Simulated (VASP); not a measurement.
# KH3 (Cmm2) in VASP: relaxation of cell and atoms with PBE

Aim: the relaxation of cell and atoms of KH3 with PBE.

Everything below comes from runs of VASP 6.6.1. Logs are shortened: lines on timing, memory, paths and dates and some standing lists are left out, and cuts for length are marked.

## (1) The cell of the first run

It takes space group Cmm2 (No. 35, orthorhombic). Conventional cell: a = 3.547 Å, b = 6.080 Å, c = 6.076 Å, α = 90.00°, β = 90.00°, γ = 90.00°. K (site symmetry mm2) has 4 H at 1.94 Å within 2.6 Å. H (site symmetry 2) has 4 H at 1.77 to 2.29 Å and 2 K at 1.94 Å within 2.4 Å. H (site symmetry mm2) has 4 H at 2.29 Å and 2 K at 2.89 Å within 3.0 Å.

The cell was generated, and may not be a known phase.

## (2) Relaxation of cell and atoms, PBE

INCAR

```
PREC = Accurate
ENCUT = 600
EDIFF = 1E-6
ISMEAR = 0
SIGMA = 0.1
LREAL = F
LASPH = T
NELM = 100
ALGO = Normal
ISIF = 3
LWAVE = F
LCHARG = F
GGA = PE
IBRION = 2
NSW = 90
EDIFFG = -0.04
```

KPOINTS

```
regular mesh
0
Gamma
  6 6 4
```

POSCAR

```
KH3
1.0
    1.7737244871     -3.0398049782      0.0000000000
    1.7737244871      3.0398049782      0.0000000000
    0.0000000000      0.0000000000      6.0757448614
K H
1 3
Direct
    0.0000000000      0.0000000000      0.1250000000
    0.0000000000      0.5000000000      0.9911796053
    0.5000000000      0.0000000000      0.9911796053
    0.5000000000      0.5000000000      0.7500000000
```

Potentials or basis: VASP PAW PBE potentials, release 64 (K_sv, H).

Command:

```bash
> cat potpaw_PBE.64/K_sv/POTCAR potpaw_PBE.64/H/POTCAR > POTCAR
> mpirun -np 1 vasp_std > vasp.out
```

OUTCAR:

```text
PREC = Accurate
   ENCUT = 600
   EDIFF = 1E-6
   ISMEAR = 0
   LREAL = F
   LASPH = T
   NELM = 100
   ISIF = 3
   GGA = PE
   IBRION = 2
   NSW = 90
   EDIFFG = -0.04

 ion  position               nearest neighbor table
   1  0.000  0.000  0.125-   2 1.94   3 1.94   2 1.94   3 1.94
   2  0.000  0.500  0.991-   1 1.94   1 1.94
   3  0.500  0.000  0.991-   1 1.94   1 1.94
   4  0.500  0.500  0.750-

  LATTYP: Found a base centered orthorhombic cell.
 ALAT       =     3.5474489742
 B/A-ratio  =     1.7137977179
 C/A-ratio  =     1.7127081758

  Lattice vectors:

 A1 = (   1.7737244871,  -3.0398049782,   0.0000000000)
 A2 = (   1.7737244871,   3.0398049782,   0.0000000000)
 A3 = (   0.0000000000,   0.0000000000,   6.0757448614)

Analysis of symmetry for initial positions (statically):
=====================================================================
 Subroutine PRICEL returns:
 Original cell was already a primitive cell.

 Routine SETGRP: Setting up the symmetry group for a
 base centered orthorhombic supercell.

 Subroutine GETGRP returns: Found  4 space group operations
 (whereof  4 operations were pure point group operations)
 out of a pool of  8 trial point group operations.

The static configuration has the point symmetry C_2v.

Analysis of symmetry for dynamics (positions and initial velocities):
=====================================================================
 Subroutine PRICEL returns:
 Original cell was already a primitive cell.

 Routine SETGRP: Setting up the symmetry group for a
 base centered orthorhombic supercell.

 Subroutine GETGRP returns: Found  4 space group operations
 (whereof  4 operations were pure point group operations)
 out of a pool of  8 trial point group operations.

The dynamic configuration has the point symmetry C_2v.

 Subroutine INISYM returns: Found  4 space group operations
 (whereof  4 operations are pure point group operations),
 and found     1 'primitive' translations

----------------------------------------------------------------------------------------

                                     Primitive cell

  volume of cell :      65.5181

  direct lattice vectors                    reciprocal lattice vectors
     1.773724487 -3.039804978  0.000000000     0.281892709 -0.164484236  0.000000000
     1.773724487  3.039804978  0.000000000     0.281892709  0.164484236  0.000000000
     0.000000000  0.000000000  6.075744861     0.000000000  0.000000000  0.164588873

  length of vectors
     3.519447806  3.519447806  6.075744861     0.326371817  0.326371817  0.164588873

  position of ions in fractional coordinates (direct lattice)
     0.000000000  0.000000000  0.125000000
     1.000000000  0.500000000  0.991179605
     0.500000000  1.000000000  0.991179605
     0.500000000  0.500000000  0.750000000

  ion indices of the primitive-cell ions
   primitive index   ion index
                 1           1
                 2           2
                 3           3
                 4           4

----------------------------------------------------------------------------------------

 KPOINTS: regular mesh

Automatic generation of k-mesh.
 Grid dimensions read from file:
 generate k-points for:    6    6    4

 Generating k-lattice:

  Cartesian coordinates                     Fractional coordinates (reciprocal lattice)
     0.046982118 -0.027414039  0.000000000     0.166666667 -0.000000000  0.000000000
     0.046982118  0.027414039  0.000000000    -0.000000000  0.166666667  0.000000000
     0.000000000  0.000000000  0.041147218     0.000000000  0.000000000  0.250000000

  Length of vectors
     0.054395303  0.054395303  0.041147218

  Shift w.r.t. Gamma in fractional coordinates (k-lattice)
     0.000000000  0.000000000  0.000000000

 Subroutine IBZKPT returns following result:
 ===========================================

 Found     39 irreducible k-points:

 Following reciprocal coordinates:
            Coordinates               Weight
  0.000000  0.000000  0.000000      1.000000
  0.166667  0.000000  0.000000      4.000000
  0.333333 -0.000000  0.000000      4.000000
  0.500000  0.000000  0.000000      2.000000
  0.166667  0.166667  0.000000      2.000000
  0.333333  0.166667  0.000000      4.000000
[... 16 lines left out ...]
  0.333333  0.333333  0.250000      4.000000
  0.500000  0.333333  0.250000      8.000000
 [... further k-points ...]
   k-points           NKPTS =     39   k-points in BZ     NKDIM =     39   number of bands    NBANDS=     10
   number of dos      NEDOS =    301   number of ions     NIONS =      4
   total plane-waves  NPLWV =  39200
   dimension x,y,z NGX =    28 NGY =   28 NGZ =   50
   dimension x,y,z NGXF=    56 NGYF=   56 NGZF=  100
   ions per type =               1   3
   NGX,Y,Z   is equivalent  to a cutoff of  13.23, 13.23, 13.68 a.u.
   NGXF,Y,Z  is equivalent  to a cutoff of  26.45, 26.45, 27.36 a.u.
 SYSTEM =  unknown system
   PREC   = accura    normal or accurate (medium, high low for compatibility)
   ISTART =      0    job   : 0-new  1-cont  2-samecut
   ICHARG =      2    charge: 1-file 2-atom 10-const
   ISPIN  =      1    spin polarized calculation?
   LNONCOLLINEAR =      F non collinear calculations
   LSORBIT =      F    spin-orbit coupling
   LASPH  =      T    aspherical Exc in radial PAW
   ENCUT  =  600.0 eV  44.10 Ry    6.64 a.u.   7.03  7.03 12.13*2*pi/ulx,y,z
   NELM   =    100;   NELMIN=  2; NELMDL= -5     # of ELM steps
   EDIFF  = 0.1E-05   stopping-criterion for ELM
   LREAL  =      F    real-space projection
   EDIFFG = -.4E-01   stopping-criterion for IOM
   NSW    =     90    number of steps for IOM
   IBRION =      2    ionic relax: 0-MD 1-quasi-New 2-CG
   NFREE  =      1    steps in history (QN), initial steepest desc. (CG)
   ISIF   =      3    stress and relaxation
   ISYM   =      2    0-nonsym 1-usesym 2-fastsym
   POTIM  = 0.5000    time-step for ionic-motion
   TEBEG  =    0.0;   TEEND  =   0.0 temperature during run
   PSTRESS=    0.0 pullay stress
   NELECT =      12.0000    total number of electrons
   NUPDOWN=      -1.0000    fix difference up-down
   EMIN   =  10.00;   EMAX   =-10.00  energy-range for DOS
   EFERMI =   0.00;   METHOD = LEGACY
   ISMEAR =     0;   SIGMA  =   0.10  broadening in eV -4-tet -1-fermi 0-gaus
   EFERMI_NEDOS =   21; number of points for ismear=-14 and -15
   IALGO  =     38    algorithm
   IMIX   =      4    mixing-type and parameters
     AMIX     =   0.40;   BMIX     =  1.00
     AMIX_MAG =   1.60;   BMIX_MAG =  1.00
  volume/ion in A,a.u.               =      16.38       110.53
  Fermi-wavevector in a.u.,A,eV,Ry     =   0.929711  1.756900 11.760374  0.864363
  Thomas-Fermi vector in A             =   2.056023
   LORBIT       =      0    0 simple, 1 ext, 2 COOP (PROOUT), +10 PAW based schemes
   GGA     = PE    functional components
   LHFCALC =     F    Hartree Fock is set to
   AEXX    =    0.0000 exact exchange contribution
   IVDW    =     0    specifies the selected vdW correction
   LEPSILON=     F    determine dielectric tensor
   LRPA    =     F    only Hartree local field effects (RPA)
 conjugate gradient relaxation of ions
 non-spin polarized calculation
 Gauss-broadening in eV      SIGMA  =   0.10
  energy-cutoff  :      600.00
  volume of cell :       65.52
 maximum number of plane-waves:      2205
   NGX = 15   NGY = 15   NGZ = 25

--------------------------------------- Ionic step        1  -------------------------------------------

 number of electron      11.9999999 magnetization

 Free energy of the ion-electron system (eV)
  ---------------------------------------------------
  ext. energy  EPLUGINS =         0.00000000
  ---------------------------------------------------
  free energy    TOTEN  =        -5.78201511 eV

  energy without entropy =       -5.78028287  energy(sigma->0) =       -5.78114899

------------------------ aborting loop because EDIFF is reached ----------------------------------------

  FORCE on cell =-STRESS in cart. coord.  units (eV):
  Direction    XX          YY          ZZ          XY          YZ          ZX
  --------------------------------------------------------------------------------------
  -------------------------------------------------------------------------------------
  Total       -0.7013153     10.3406005     -0.0787334      0.0000000      0.0000000      0.0000000
  in kB      -17.1499365    252.8686181     -1.9253440      0.0000000      0.0000000      0.0000000
  external PRESSURE =      77.9311125 kB  Pullay stress =       0.0000000 kB
[... 95 lines left out ...]
  FREE ENERGIE OF THE ION-ELECTRON SYSTEM (eV)
  ---------------------------------------------------
  free  energy   TOTEN  =        -7.6229051197 eV

  energy  without entropy=       -7.6180333647  energy(sigma->0) =       -7.62046924

[... ionic steps 4 to 24 ...]

--------------------------------------- Ionic step       25  -------------------------------------------

 number of electron      11.9999996 magnetization

------------------------ aborting loop because EDIFF is reached ----------------------------------------

  FORCE on cell =-STRESS in cart. coord.  units (eV):
  Direction    XX          YY          ZZ          XY          YZ          ZX
  --------------------------------------------------------------------------------------
  -------------------------------------------------------------------------------------
  Total        0.0182788      0.0493580      0.0460517      0.0000000      0.0000000      0.0000000
  in kB        0.5096805      1.3762810      1.2840909      0.0000000      0.0000000      0.0000000
  external PRESSURE =       1.0566841 kB  Pullay stress =       0.0000000 kB
[... 61 lines left out ...]
  energy  without entropy=       -9.2311309236  energy(sigma->0) =       -9.23369343

--------------------------------------- Ionic step       27  -------------------------------------------

 number of electron      11.9999997 magnetization

 Free energy of the ion-electron system (eV)
  ---------------------------------------------------
  ext. energy  EPLUGINS =         0.00000000
  ---------------------------------------------------
  free energy    TOTEN  =        -9.23717927 eV

  energy without entropy =       -9.23196549  energy(sigma->0) =       -9.23457238

 E-fermi :  -1.6375     XC(G=0):  -7.1307

 val. band max:       -1.6453325038   @ k =   0.3333   0.1667   0.5000
 cond. band min:      -1.6172944932   @ k =   0.5000   0.0000   0.5000
 fundamental gap:      0.0280380105
 Fermi energy:        -1.6374836783

 k-point     1 :       0.0000    0.0000    0.0000
  band No.  band energies     occupation
      1     -31.6637      2.00000
      2     -15.1049      2.00000
      3     -14.8732      2.00000
      4     -13.6319      2.00000
      5      -7.7717      2.00000
      6      -3.3712      2.00000
      7       3.9313      0.00000
      8       4.1642      0.00000
      9       4.6635      0.00000
     10       5.9104      0.00000
[... 287 lines left out ...]
 k-point    24 :       0.5000    0.3333    0.2500
  band No.  band energies     occupation
      1     -31.5209      2.00000
      2     -15.0465      2.00000
      3     -14.8175      2.00000
      4     -14.4591      2.00000
      5      -6.8287      2.00000
      6      -2.7209      2.00000
      7       2.7815      0.00000
      8       4.1863      0.00000
      9       5.0663      0.00000
     10       6.1795      0.00000

 [... further k-points ...]
[... 5 lines left out ...]
  --------------------------------------------------------------------------------------
  -------------------------------------------------------------------------------------
  Total       -0.0283467     -0.0438345      0.0045532      0.0000000      0.0000000      0.0000000
  in kB       -0.7781733     -1.2033438      0.1249939      0.0000000      0.0000000      0.0000000
  external PRESSURE =      -0.6188411 kB  Pullay stress =       0.0000000 kB
[... 19 lines left out ...]
  FREE ENERGIE OF THE ION-ELECTRON SYSTEM (eV)
  ---------------------------------------------------
  free  energy   TOTEN  =        -9.2371792695 eV

  energy  without entropy=       -9.2319654877  energy(sigma->0) =       -9.23457238

 reached required accuracy - stopping structural energy minimisation
```

It took 14 min on 1 thread of Oxide Virtual Turin-like, shared host; peak memory 0.19 GiB.

Results:

- Free energy: -9.2372 eV
- Relaxed volume: 14.59 Å³/atom
- Relaxed cell: a = 5.158 Å, b = 5.158 Å, c = 4.353 Å, α = 90.00°, β = 90.00°, γ = 149.74°
- Space group after relaxing (to 0.1 Å): Cmm2 (No. 35)
- Energy gained by relaxing: 863.8 meV/atom
- Ionic steps: 27
- Pressure after relaxing: -0.1 GPa
- Largest force after relaxing: 0.022 eV/Å
- Band gap on the k mesh: zero (bands 6 and 7 overlap by 0.03 eV)

Forces on the atoms (eV/Å):
```
K    0.000  0.000 -0.022
H    0.000  0.000  0.006
H    0.000  0.000  0.006
H    0.000  0.000  0.009
```

Stress tensor (GPa, compression positive):
```
-0.08  0.00  0.00
 0.00 -0.12  0.00
 0.00  0.00  0.01
```

The path:
| step | energy change (eV) | largest force (eV/Å) | pressure (GPa) | volume (Å³) |
| --- | --- | --- | --- | --- |
| 1 | 0.0000 | 2.6581 | 7.79 | 65.52 |
| 2 | -1.3433 | 1.0889 | 1.09 | 73.00 |
| 3 | -1.8409 | 0.1936 | -2.18 | 79.75 |
| 4 | -1.9056 | 0.4740 | -4.51 | 92.87 |
| 5 | -1.9466 | 0.4046 | -4.22 | 89.44 |
| 6 | -1.9586 | 0.2691 | -3.73 | 85.92 |
| 7 | -2.3158 | 0.1996 | -3.80 | 79.07 |
| 8 | -3.1267 | 0.6238 | -0.11 | 58.90 |
| 9 | -3.1218 | 0.7253 | 0.96 | 57.14 |
| 10 | -3.1278 | 0.6621 | 0.28 | 58.21 |
| 11 | -3.2784 | 0.6859 | 0.63 | 56.10 |
| 12 | -3.3723 | 0.3867 | 2.57 | 52.03 |
| 13 | -3.3784 | 0.5056 | 2.02 | 52.88 |
| 14 | -3.4267 | 0.1335 | -0.28 | 56.05 |
| 15 | -3.4298 | 0.0635 | 0.10 | 55.37 |
| 16 | -3.4332 | 0.0515 | 0.04 | 55.56 |
| 17 | -3.4355 | 0.0767 | -0.02 | 55.86 |
| 18 | -3.4384 | 0.0524 | -0.09 | 55.97 |
| 19 | -3.4409 | 0.0607 | -0.21 | 56.18 |
| 20 | -3.4429 | 0.0542 | -0.09 | 56.05 |
| 21 | -3.4465 | 0.0350 | 0.31 | 55.65 |
| 22 | -3.4435 | 0.0111 | 1.17 | 54.85 |
| 23 | -3.4470 | 0.0242 | 0.54 | 55.42 |
| 24 | -3.4496 | 0.0077 | 0.43 | 55.93 |
| 25 | -3.4539 | 0.0523 | 0.11 | 57.46 |
| 26 | -3.4542 | 0.0691 | -0.01 | 58.02 |
| 27 | -3.4552 | 0.0222 | -0.06 | 58.36 |

Final structure:
```xyz
4
Lattice="1.3463 -4.9791 0.0000 1.3463 4.9791 0.0000 0.0000 0.0000 4.3533" Properties=species:S:1:pos:R:3 pbc="T T T"
K     0.0000    0.0000    0.7526
H     0.6731    2.4895    0.0312
H     0.6731   -2.4895    0.0312
H     1.3463    0.0000    2.9172
```

Caveat: a cell axis changed by over 15 % at a fixed basis, so the end point is rough.

The gap in the log of VASP goes by the Fermi energy; the results here count the filled bands.